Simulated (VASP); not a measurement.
A run of VASP 6.6.1 is set up as follows.

The input INCAR:

```
PREC = Accurate ; ENCUT = 520
EDIFF = 1E-7 ; ISMEAR = 0
SIGMA = 0.01 ; LREAL = F
LASPH = T ; NELM = 80
ALGO = Normal ; ISIF = 2
LWAVE = F ; LCHARG = T
GGA = PE ; IVDW = 12
LELF = T ; LVHAR = T
NBANDS = 11
```

File KPOINTS:

```
regular mesh
0
Gamma
  6 6 6
```

Contents of POSCAR:

```
Si
1.0
    0.0000000000      2.7221188962      2.7221188962
    2.7221188962      0.0000000000      2.7221188962
    2.7221188962      2.7221188962      0.0000000000
Si
2
Direct
    0.0000000000      0.0000000000      0.0000000000
    0.2500000000      0.2500000000      0.2500000000
```

Potentials or basis: VASP PAW PBE potentials, release 64 (Si).

Launch:

```sh
$ cat potpaw_PBE.64/Si/POTCAR > POTCAR
$ mpirun -np 1 vasp_std > vasp.out
```

(1) What does it give for the pressure?

(2) What does it give for the dispersion energy per atom?

(3) What does it give for the band gap on the k mesh?

Answers

(1) -1.1 GPa.

(2) -0.312 eV.

(3) 0.72 eV, indirect (least direct gap 2.56 eV).
